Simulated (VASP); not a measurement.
Sr: single point with PBE

The system is Sr.

```
Sr
1.0
     0.00000    2.96629    2.89023
     2.96629    0.00000    2.89023
     2.96629    2.96629    0.00000
Sr
1
Direct
  0.00000 0.00000 0.00000
```

This cell differs from its parent crystal: strain -0.025 along x and y, -0.050 along z.

```json
{
 "Program": "VASP 6.6.1",
 "Task": "single point",
 "Functional": "PBE",
 "Potentials or basis": "VASP PAW PBE potentials, release 64 (Sr_sv)",
 "Cutoff": "520 eV",
 "k mesh": "14 × 14 × 14",
 "Occupations": "gaussian, width 0.15 eV",
 "Spin": "no spin polarisation"
}
```

The pressure is 1.0 GPa.

Stress tensor (GPa, compression positive):
```
0.98 0.00 0.00
0.00 0.98 0.00
0.00 0.00 1.09
```

Levels at points of the mesh, in eV from the Fermi level:
```csv
k point,band 2,band 3,band 4,band 5,band 6,band 7,band 8,band 9
"(0.00, 0.00, 0.00)",-18.36,-18.36,-18.35,-3.78,2.37,2.37,2.51,3.89
"(0.50, 0.00, 0.00)",-18.61,-18.40,-18.38,-1.17,0.16,2.15,2.33,5.09
"(0.50, 0.50, 0.00)",-18.60,-18.46,-18.46,-0.70,0.22,1.39,5.14,5.48
"(0.50, 0.00, 0.50)",-18.60,-18.45,-18.44,-0.77,0.29,1.15,5.15,5.39
```

Run time: 73 s on 1 thread of Intel(R) Xeon(R) 6975P-C (Granite Rapids) (shared host), peak memory 0.27 GiB.

Caveat: the cell differs from its parent crystal (strain -0.025 along x and y, -0.050 along z).
